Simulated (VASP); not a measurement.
Input of a VASP 6.6.1 run:

INCAR

```
SYSTEM = Sr
  PREC = Accurate
  ENCUT = 520
  EDIFF = 1E-6
  ISMEAR = 0
  SIGMA = 0.1
  LREAL = .False.
  LASPH = .True.
  NELM = 100
  ALGO = Normal
  ISIF = 2
  LWAVE = .False.
  LCHARG = .False.
  GGA = PE
  NBANDS = 17
```

File KPOINTS:

```
Automatic mesh
0
Gamma
  12 12 6
  0 0 0
```

POSCAR

```
Sr
1.0
    4.2677561623      0.0000000000      0.0000000000
   -2.1338780812      3.6959852537      0.0000000000
    0.0000000000      0.0000000000      7.0133129201
Sr
2
Direct
    0.3333333333      0.6666666667      0.2500000000
    0.6666666667      0.3333333333      0.7500000000
```

Potentials or basis: VASP PAW PBE potentials, release 64 (Sr_sv).

The run is started by

```bash
$ cat potpaw_PBE.64/Sr_sv/POTCAR > POTCAR
$ mpirun -np 1 vasp_std > vasp.out
```

Task: Predict the pressure.

Result: 0.0 GPa.

Task: Estimate the band gap on the k mesh.

Result: Zero (band 10 reaches 1.74 eV, above the bottom of band 11 at 1.47 eV).
